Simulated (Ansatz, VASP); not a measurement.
Two plane-wave programs on PbO2

```xyz
6
Lattice="4.9577 0.0000 0.0000 0.0000 4.9577 0.0000 0.0000 0.0000 3.3879" Properties=species:S:1:pos:R:3 pbc="T T T"
Pb    0.0000    0.0000    0.0000
Pb    2.4788    2.4788    1.6940
O     1.5209    1.5209    0.0000
O     0.9580    3.9997    1.6940
O     3.4368    3.4368    0.0000
O     3.9997    0.9580    1.6940
```

Alike in both runs: functional PBE; k mesh 8 × 8 × 10; occupations gaussian, width 0.1 eV; no spin polarisation.

Ansatz relaxed the structure, and its values are those at the end. VASP's run is a single point on that final structure, the one shown.

|  | VASP | Ansatz |
| --- | --- | --- |
| version | VASP 6.6.1 | Ansatz 0.2.0 |
| potentials or method | VASP PAW PBE potentials, release 64 (Pb_d, O), cutoff 520 eV | scalar-relativistic, plane waves, PAW |
| valence electrons in the cell | 52 | 52 |

```tsv
	VASP	Ansatz	Ansatz less VASP
pressure (GPa)	9.2	8.9	-0.30
rms of the force components (eV/Å)	0.010	0.006	-0.0044
```

Ansatz's warnings: stress scf threshold loose.

Spin-orbit coupling is off throughout.
